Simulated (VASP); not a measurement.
# CoPdO2 (R-3m) in VASP: single point with r2SCAN

Aim: the single point of CoPdO2 with r2SCAN.

Everything below comes from runs of VASP 6.6.1. Logs are shortened: lines on timing, memory, paths and dates and some standing lists are left out, and cuts for length are marked.

### Step 1. The cell of the first run

The structure is trigonal, space group R-3m (No. 166). Conventional cell: a = 2.841 Å, b = 2.841 Å, c = 17.853 Å, α = 90.00°, β = 90.00°, γ = 120.00°. Within 2.7 Å of Pd (site symmetry -3m) lie 2 O at 2.00 Å. Within 2.5 Å of Co (site symmetry -3m) lie 6 O at 1.91 Å. O (site symmetry 3m) has 3 Co at 1.91 Å and 1 Pd at 2.00 Å and 3 O at 2.55 Å within 2.6 Å.

### Step 2. Single point, r2SCAN

POSCAR reads:

```
CoPdO2
1.0
    1.4203760000      2.4601620000      0.0000000000
   -1.4203760000      2.4601620000      0.0000000000
    0.0000000000     -1.6401080000      5.9511030000
Pd Co O
1 1 2
Direct
    0.0000000000      0.0000000000      0.0000000000
    0.5000000000      0.5000000000      0.5000000000
    0.1121500000      0.1121500000      0.3364500000
    0.8878500000      0.8878500000      0.6635500000
```

INCAR.step1 reads:

```
ALGO = Normal
EDIFF = 1E-4
ENCUT = 520
GGA = PE
ISMEAR = -1
LASPH = True
LCHARG = False
LREAL = False
LWAVE = True
NBANDS = 24
NELM = 100
PREC = Accurate
SIGMA = 0.0344
```

INCAR.step2 reads:

```
ALGO = Normal
EDIFF = 1E-7
ENCUT = 520
ISIF = 2
ISMEAR = -1
ISTART = 1
LASPH = True
LCHARG = False
LMIXTAU = True
LREAL = False
LWAVE = False
METAGGA = R2SCAN
NBANDS = 24
NELM = 100
PREC = Accurate
SIGMA = 0.0344
```

KPOINTS reads:

```
k-points
0
Gamma
  10 10 10
```

Potentials or basis: VASP PAW PBE potentials, release 64 (Pd, Co, O).

Command:

```sh
cat potpaw_PBE.64/Pd/POTCAR potpaw_PBE.64/Co/POTCAR potpaw_PBE.64/O/POTCAR > POTCAR
cp INCAR.step1 INCAR
mpirun -np 1 vasp_std > vasp.out
cp INCAR.step2 INCAR
mpirun -np 1 vasp_std > vasp.out
```

OUTCAR:

```text
EDIFF = 1E-7
   ENCUT = 520
   ISIF = 2
   ISMEAR = -1
   ISTART = 1
   LASPH = True
   LREAL = False
   METAGGA = R2SCAN
   NELM = 100
   PREC = Accurate

 ion  position               nearest neighbor table
   1  0.000  0.000  0.000-   3 2.00   4 2.00
   2  0.500  0.500  0.500-   3 1.91   4 1.91   3 1.91   3 1.91   4 1.91   4 1.91
   3  0.112  0.112  0.336-   2 1.91   2 1.91   2 1.91   1 2.00
   4  0.888  0.888  0.664-   2 1.91   2 1.91   2 1.91   1 2.00

  LATTYP: Found a trigonal (rhomboedric) cell.
 ALAT       =     6.1729720120
 COS(alpha) =     0.8941116866

  Lattice vectors:

 A1 = (   1.4203760000,   0.8200540000,   5.9511030000)
 A2 = (  -1.4203760000,   0.8200540000,   5.9511030000)
 A3 = (   0.0000000000,  -1.6401080000,   5.9511030000)

Analysis of symmetry for initial positions (statically):
=====================================================================
 Subroutine PRICEL returns:
 Original cell was already a primitive cell.

 Routine SETGRP: Setting up the symmetry group for a
 trigonal (rhombohedral) supercell.

 Subroutine GETGRP returns: Found 12 space group operations
 (whereof 12 operations were pure point group operations)
 out of a pool of 12 trial point group operations.

The static configuration has the point symmetry D_3d.

Analysis of symmetry for dynamics (positions and initial velocities):
=====================================================================
 Subroutine PRICEL returns:
 Original cell was already a primitive cell.

 Routine SETGRP: Setting up the symmetry group for a
 trigonal (rhombohedral) supercell.

 Subroutine GETGRP returns: Found 12 space group operations
 (whereof 12 operations were pure point group operations)
 out of a pool of 12 trial point group operations.

The dynamic configuration has the point symmetry D_3d.

 Subroutine INISYM returns: Found 12 space group operations
 (whereof 12 operations are pure point group operations),
 and found     1 'primitive' translations

----------------------------------------------------------------------------------------

                                     Primitive cell

  volume of cell :      41.5905

  direct lattice vectors                    reciprocal lattice vectors
     1.420376000  2.460162000  0.000000000     0.352019465  0.203238649  0.056012026
[... 81 lines left out ...]
   PREC   = accura    normal or accurate (medium, high low for compatibility)
   ISTART =      1    job   : 0-new  1-cont  2-samecut
   ICHARG =      0    charge: 1-file 2-atom 10-const
   ISPIN  =      1    spin polarized calculation?
   LNONCOLLINEAR =      F non collinear calculations
   LSORBIT =      F    spin-orbit coupling
   LASPH  =      T    aspherical Exc in radial PAW
   ENCUT  =  520.0 eV  38.22 Ry    6.18 a.u.   5.28  5.28 11.48*2*pi/ulx,y,z
   NELM   =    100;   NELMIN=  2; NELMDL=  0     # of ELM steps
   EDIFF  = 0.1E-06   stopping-criterion for ELM
   LREAL  =      F    real-space projection
   EDIFFG = 0.1E-05   stopping-criterion for IOM
   NSW    =      0    number of steps for IOM
   IBRION =     -1    ionic relax: 0-MD 1-quasi-New 2-CG
   NFREE  =      0    steps in history (QN), initial steepest desc. (CG)
   ISIF   =      2    stress and relaxation
   ISYM   =      2    0-nonsym 1-usesym 2-fastsym
   POTIM  = 0.5000    time-step for ionic-motion
   TEBEG  =    0.0;   TEEND  =   0.0 temperature during run
   PSTRESS=    0.0 pullay stress
   NELECT =      31.0000    total number of electrons
   NUPDOWN=      -1.0000    fix difference up-down
   EMIN   =  10.00;   EMAX   =-10.00  energy-range for DOS
   EFERMI =   0.00;   METHOD = LEGACY
   ISMEAR =    -1;   SIGMA  =   0.03  broadening in eV -4-tet -1-fermi 0-gaus
   EFERMI_NEDOS =   21; number of points for ismear=-14 and -15
   IALGO  =     38    algorithm
   IMIX   =      4    mixing-type and parameters
     AMIX     =   0.40;   BMIX     =  1.00
     AMIX_MAG =   1.60;   BMIX_MAG =  1.00
  volume/ion in A,a.u.               =      10.40        70.17
  Fermi-wavevector in a.u.,A,eV,Ry     =   1.484330  2.804978 29.976853  2.203237
  Thomas-Fermi vector in A             =   2.597881
   LORBIT       =      0    0 simple, 1 ext, 2 COOP (PROOUT), +10 PAW based schemes
   METAGGA = R2SCAN    functional components
   LHFCALC =     F    Hartree Fock is set to
   AEXX    =    0.0000 exact exchange contribution
   IVDW    =     0    specifies the selected vdW correction
   LEPSILON=     F    determine dielectric tensor
   LRPA    =     F    only Hartree local field effects (RPA)
 non-spin polarized calculation
  energy-cutoff  :      520.00
  volume of cell :       41.59
 maximum number of plane-waves:      1135
 NGX is ok and might be reduce to    24
   NGX = 11   NGY = 11   NGZ = 23

 number of electron      30.9999995 magnetization

 Free energy of the ion-electron system (eV)
  ---------------------------------------------------
  ext. energy  EPLUGINS =         0.00000000
  ---------------------------------------------------
  free energy    TOTEN  =       -52.38794780 eV

  energy without entropy =      -52.38009212  energy(sigma->0) =      -52.38401996

 E-fermi :   7.5349     XC(G=0): -13.2237

 val. band max:        7.5291608738   @ k =   0.4000   0.1000   0.3000
 cond. band min:       7.5463042397   @ k =   0.4000   0.2000   0.1000
 fundamental gap:      0.0171433659
 Fermi energy:         7.5349038223

 k-point     1 :       0.0000    0.0000    0.0000
  band No.  band energies     occupation
      1     -14.4661      2.00000
      2     -12.6558      2.00000
      3      -1.2027      2.00000
      4       1.3756      2.00000
      5       1.3756      2.00000
      6       2.4049      2.00000
[... 637 lines left out ...]
     23      21.7884      0.00000
     24      22.7716      0.00000

 [... further k-points ...]
[... 5 lines left out ...]
  --------------------------------------------------------------------------------------
  -------------------------------------------------------------------------------------
  Total       -0.7009856     -0.7009848     -0.9156713     -0.0000000      0.0000000      0.0000000
  in kB      -27.0038197    -27.0037891    -35.2740785     -0.0000000      0.0000000      0.0000000
  external PRESSURE =     -29.7605624 kB  Pullay stress =       0.0000000 kB

 VOLUME and BASIS-vectors are now :
 -----------------------------------------------------------------------------
  energy-cutoff  :      520.00
  volume of cell :       41.59
      direct lattice vectors                 reciprocal lattice vectors
     1.420376000  2.460162000  0.000000000     0.352019465  0.203238649  0.056012026
    -1.420376000  2.460162000  0.000000000    -0.352019465  0.203238649  0.056012026
     0.000000000 -1.640108000  5.951103000     0.000000000  0.000000000  0.168036077

 POSITION                                       TOTAL-FORCE (eV/Angst)
 -----------------------------------------------------------------------------------
      0.00000      0.00000      0.00000         0.000000     -0.000000      0.000000
      0.00000      1.64011      2.97555        -0.000000     -0.000000      0.000000
      0.00000      0.00000      2.00225         0.000000      0.000000      0.200239
      0.00000      3.28022      3.94885         0.000000     -0.000000     -0.200239
 -----------------------------------------------------------------------------------
    total drift:                               -0.000000      0.000000      0.000000

  FREE ENERGIE OF THE ION-ELECTRON SYSTEM (eV)
  ---------------------------------------------------
  free  energy   TOTEN  =       -52.3879478004 eV

  energy  without entropy=      -52.3800921232  energy(sigma->0) =      -52.38401996
```

OUTCAR.step1:

```text
EDIFF = 1E-4
   ENCUT = 520
   GGA = PE
   ISMEAR = -1
   LASPH = True
   LREAL = False
[... 876 lines left out ...]
      0.00000      1.64011      2.97555        -0.000000      0.000000      0.000000
      0.00000      0.00000      2.00225         0.000000      0.000000      0.151415
      0.00000      3.28022      3.94885         0.000000     -0.000000     -0.151415
 -----------------------------------------------------------------------------------
    total drift:                               -0.000000      0.000000      0.000000

  FREE ENERGIE OF THE ION-ELECTRON SYSTEM (eV)
  ---------------------------------------------------
  free  energy   TOTEN  =       -25.5746477956 eV

  energy  without entropy=      -25.5655815074  energy(sigma->0) =      -25.57011465
```

OSZICAR.step1:

```text
N       E                     dE             d eps       ncg     rms          rms(c)
DAV:   1     0.240504168394E+03    0.24050E+03   -0.14761E+04  5576   0.141E+03
DAV:   2    -0.134261464276E+02   -0.25393E+03   -0.22795E+03  6000   0.341E+02
DAV:   3    -0.307110790612E+02   -0.17285E+02   -0.16825E+02  6896   0.101E+02
DAV:   4    -0.309773174796E+02   -0.26624E+00   -0.26604E+00  6488   0.128E+01
DAV:   5    -0.309847284213E+02   -0.74109E-02   -0.74106E-02  7240   0.212E+00    0.265E+01
DAV:   6    -0.477384909996E+02   -0.16754E+02   -0.95347E+01  7160   0.130E+02    0.649E+01
DAV:   7    -0.289096391836E+02    0.18829E+02   -0.26350E+01  7944   0.824E+01    0.191E+01
DAV:   8    -0.259739087382E+02    0.29357E+01   -0.10676E+01  7904   0.757E+01    0.864E+00
DAV:   9    -0.257692926706E+02    0.20462E+00   -0.23371E+00  7376   0.141E+01    0.582E+00
DAV:  10    -0.255708006409E+02    0.19849E+00   -0.35345E-01  8536   0.978E+00    0.146E+00
DAV:  11    -0.255748430819E+02   -0.40424E-02   -0.73177E-02  5880   0.204E+00    0.678E-01
DAV:  12    -0.255749801491E+02   -0.13707E-03   -0.18077E-03  8080   0.467E-01    0.365E-01
DAV:  13    -0.255752809152E+02   -0.30077E-03   -0.43904E-04  5608   0.423E-01    0.325E-01
DAV:  14    -0.255747143256E+02    0.56659E-03   -0.21799E-04  5848   0.269E-01    0.156E-01
DAV:  15    -0.255746477956E+02    0.66530E-04   -0.17260E-04  3752   0.107E-01
   1 F= -.25574648E+02 E0= -.25570115E+02  d E =-.906629E-02
```

Wall time 10 min (1 thread of Intel Xeon 8259CL, shared host); peak memory 0.26 GiB.

What came out:

| Item | Value |
| --- | --- |
| Free energy | -52.3879 eV |
| Pressure | -3.0 GPa |
| Largest force | 0.200 eV/Å |
| Band gap on the k mesh | zero (an odd number of electrons rules out a gap without spin polarisation) |

Forces on the atoms (eV/Å):
```
Pd   0.000  0.000  0.000
Co   0.000  0.000  0.000
O    0.000  0.000  0.200
O    0.000  0.000 -0.200
```

Caveat: the PAW data sets were made with another functional, which shifts forces and pressure a little; an odd number of electrons without spin polarisation forces a metal; a magnetic or distorted state may lie lower; the run has no spin polarisation, though such a crystal can be magnetic; semilocal functionals often make such compounds metallic where correlation or magnetic order opens a gap, which also shifts bond lengths. With open d or f shells a metallic result of r2SCAN can be an artefact of self-interaction; +U or a hybrid may open a gap.
